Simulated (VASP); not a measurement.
## Mo: single point with LDA

The system is Mo.

```xyz
1
Lattice="-1.5555 1.5555 1.5555 1.5555 -1.5555 1.5555 1.5555 1.5555 -1.5555" Properties=species:S:1:pos:R:3 pbc="T T T"
Mo    0.0000    0.0000    0.0000
```

| Property | Result |
| --- | --- |
| Program | VASP 6.6.1 |
| Task | single point |
| Functional | LDA |
| Potentials or basis | VASP PAW LDA potentials, release 64 (Mo_sv) |
| Cutoff | 520 eV |
| k mesh | 16 × 16 × 16 |
| Occupations | gaussian, width 0.1 eV |
| Spin | no spin polarisation |
| Dipole correction | no |
| Further INCAR settings | ALGO = Fast; EDIFF = 1e-06; NBANDS = 13 |

The pressure is 1.2 GPa. The band gap on the k mesh is zero (band 7 reaches 17.32 eV, above the bottom of band 8 at 11.64 eV).

Levels at points of the mesh, in eV from the Fermi level:
| k point | band 4 | band 5 | band 6 | band 7 | band 8 | band 9 | band 10 | band 11 |
| --- | --- | --- | --- | --- | --- | --- | --- | --- |
| (0.00, 0.00, 0.00) | -34.30 | -7.37 | -1.46 | -1.46 | -1.46 | 1.68 | 1.68 | 14.86 |
| (0.50, 0.00, 0.00) | -34.32 | -5.59 | -3.61 | 1.74 | 1.81 | 2.39 | 5.04 | 12.02 |
| (0.50, 0.50, 0.50) | -35.40 | -5.78 | -5.78 | 4.22 | 4.22 | 4.22 | 9.33 | 9.33 |

Run time: 23 s on 1 thread of Intel(R) Xeon(R) Platinum 8375C CPU @ 2.90GHz (Ice Lake), on a shared host, peak memory 0.13 GiB.
